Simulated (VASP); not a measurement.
CdTe:

```xyz
2
Lattice="0.0000 3.1400 3.1400 3.1400 0.0000 3.1400 3.1400 3.1400 0.0000" Properties=species:S:1:pos:R:3 pbc="T T T"
Cd    0.0000    0.0000    0.0000
Te    1.5700    1.5700    1.5700
```

Base run:

* Program: VASP 6.6.1
* Functional: PBE
* Potentials or basis: VASP PAW PBE potentials, release 64 (Cd, Te)
* Cutoff: 520 eV
* k mesh: 12 × 12 × 12
* Occupations: fermi-dirac, width 0.02 eV
* Spin: no spin polarisation

Its results: band gap on the k mesh 1.07 eV; pressure 8.2 GPa.

Problem. The run is repeated on the same cell with these changes: functional from PBE to PBEsol; further incar settings from ALGO = Normal; EDIFF = 1e-06; NBANDS = 16 to ALGO = Normal; EDIFF = 1e-08; NBANDS = 16. What comes out?

Solution. Band gap on the k mesh 0.95 eV; pressure 5.4 GPa.

Caveats: the cell stands under pressure; spin-orbit coupling is left out, which moves the levels of the heavy elements; the PAW data sets were made with another functional, which shifts forces and pressure a little (at least some runs).

